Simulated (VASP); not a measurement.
# Rb2Hg: single point with r2SCAN

Rb2Hg:

```xyz
3
Lattice="0.0000 4.4733 4.4733 4.4733 0.0000 4.4733 4.4733 4.4733 0.0000" Properties=species:S:1:pos:R:3 pbc="T T T"
Rb    2.2367    2.2367    2.2367
Rb    6.7100    6.7100    6.7100
Hg    4.4733    4.4733    4.4733
```

- Program: VASP 6.6.1
- Task: single point
- Functional: r2SCAN
- Potentials or basis: VASP PAW PBE potentials, release 64 (Rb_sv, Hg)
- Cutoff: 520 eV
- k mesh: 10 × 10 × 10
- Occupations: gaussian, width 0.1 eV
- Spin: no spin polarisation

- Pressure: -0.3 GPa
- Band gap on the k mesh: zero (bands 15 and 16 overlap by 0.80 eV)

Levels at points of the mesh, in eV from the Fermi level:
| k point | band 11 | band 12 | band 13 | band 14 | band 15 | band 16 | band 17 | band 18 | band 19 | band 20 |
| --- | --- | --- | --- | --- | --- | --- | --- | --- | --- | --- |
| (0.00, 0.00, 0.00) | -7.67 | -7.66 | -7.66 | -5.23 | 0.77 | 0.77 | 0.77 | 0.89 | 2.98 | 2.98 |
| (0.50, 0.00, 0.00) | -7.68 | -7.66 | -7.66 | -4.88 | -0.71 | 1.06 | 1.06 | 2.56 | 3.06 | 3.06 |
| (0.50, 0.50, 0.00) | -7.68 | -7.66 | -7.66 | -4.78 | -0.61 | 0.96 | 1.04 | 1.04 | 2.54 | 3.56 |

It took 8.6 min on 1 thread of AMD EPYC 9R45 96-Core Processor (Zen 5), on a shared host, peak memory 0.45 GiB.

Caveat: the PAW data sets were made with another functional, which shifts forces and pressure a little; spin-orbit coupling is left out, which moves the levels of the heavy elements.
